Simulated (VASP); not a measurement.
## BaTiO3: single point with PBEsol+D4

Crystal: BaTiO3.

```
Ba Ti O
1.0
     2.85747    1.58849    2.36644
    -2.76087    1.58702    2.24967
     0.04702   -3.30277    2.39765
Ba Ti O
1 1 3
Cartesian
  2.8217 -1.6863 4.7156
  0.0610 -0.1168 3.4645
  0.0898 1.5088 2.3444
  -1.2803 -0.8401 2.4163
  1.4424 -0.7803 2.4917
```

```yaml
Program: VASP 6.6.1
Task: single point
Functional: PBEsol
Dispersion: D4
Potentials_or_basis: VASP PAW PBE potentials, release 64 (Ba_sv, Ti_sv, O)
Cutoff: 520 eV
k_mesh: 4 × 4 × 4
Occupations: gaussian, width 0.01 eV
Spin: no spin polarisation
Dipole_correction: no
Further_INCAR_settings: ALGO = Normal; EDIFF = 1e-06; NBANDS = 28
```

* Pressure: 0.4 GPa
* Largest force: 1.259 eV/Å
* Band gap on the k mesh: 2.01 eV (least direct gap 2.29 eV)
* Dispersion energy per atom: -0.125 eV

Forces in eV/Å, atoms in the order of the input:
```
Ba   0.505 -0.329  0.312
Ti  -0.549  0.514 -0.346
O   -0.346  0.722  0.248
O   -0.506 -0.112  0.176
O    0.896 -0.795 -0.390
```

Stress tensor (GPa, compression positive):
```
 3.22  0.04 -3.57
 0.04  0.78  4.56
-3.57  4.56 -2.73
```

Levels at points of the mesh, in eV from the valence-band top:
| k point | band 18 | band 19 | band 20 | band 21 | band 22 | band 23 |
| --- | --- | --- | --- | --- | --- | --- |
| (0.00, 0.00, 0.00) | -0.56 | -0.41 | -0.28 | 2.01 | 2.14 | 2.48 |
| (0.50, 0.00, 0.00) | -1.73 | -0.77 | -0.73 | 2.14 | 3.68 | 3.77 |
| (0.00, 0.50, 0.00) | -1.74 | -1.04 | -0.78 | 2.19 | 3.86 | 3.94 |
| (0.50, 0.50, 0.00) | -0.69 | -0.66 | -0.17 | 3.68 | 3.92 | 4.20 |
| (0.00, 0.00, 0.50) | -1.33 | -1.19 | -1.02 | 2.54 | 3.49 | 3.53 |
| (0.50, 0.00, 0.50) | -1.21 | -1.13 | -0.20 | 3.56 | 3.82 | 3.98 |
| (0.00, 0.50, 0.50) | -0.94 | -0.88 | -0.12 | 3.56 | 3.97 | 4.19 |
| (0.50, 0.50, 0.50) | -0.14 | -0.11 | 0.00 | 4.25 | 4.40 | 4.49 |

Wall time 100 s on 1 thread of Intel Xeon 8259CL, on a shared host, peak memory 0.21 GiB.

Caveat: the PAW data sets were made with another functional, which shifts forces and pressure a little; spin-orbit coupling is left out, which moves the levels of the heavy elements. A k mesh can miss the band edges.
